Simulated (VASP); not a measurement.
A run of VASP 6.6.1 is set up as follows.

Contents of INCAR:

```
SYSTEM = BAs
PREC = Accurate
ENCUT = 500
EDIFF = 1E-6
ISMEAR = 0
SIGMA = 0.02
LREAL = .False.
LASPH = .True.
NELM = 120
ALGO = Normal
ISIF = 2
LWAVE = .False.
LCHARG = .False.
GGA = PS
NBANDS = 11
GGA_COMPAT = .False.
```

Contents of KPOINTS:

```
regular mesh
0
Gamma
  10 10 10
  0 0 0
```

POSCAR

```
BAs
1.0
    0.0000000000      2.2977250902      2.2977250902
    2.2977250902      0.0000000000      2.2977250902
    2.2977250902      2.2977250902      0.0000000000
B As
1 1
Direct
    0.0000000000      0.0000000000      0.0000000000
    0.2500000000      0.2500000000      0.2500000000
```

Potentials or basis: VASP PAW PBE potentials, release 64 (B, As).

Launch:

```bash
$ cat potpaw_PBE.64/B/POTCAR potpaw_PBE.64/As/POTCAR > POTCAR
$ mpirun -np 1 vasp_std > vasp.out
```

(1) Predict the band gap on the k mesh.

(2) Predict the pressure.

## Answers

(1) 0.95 eV, indirect (least direct gap 3.40 eV).

(2) 20.8 GPa.

Caveat: the PAW data sets were made with another functional, which shifts forces and pressure a little.
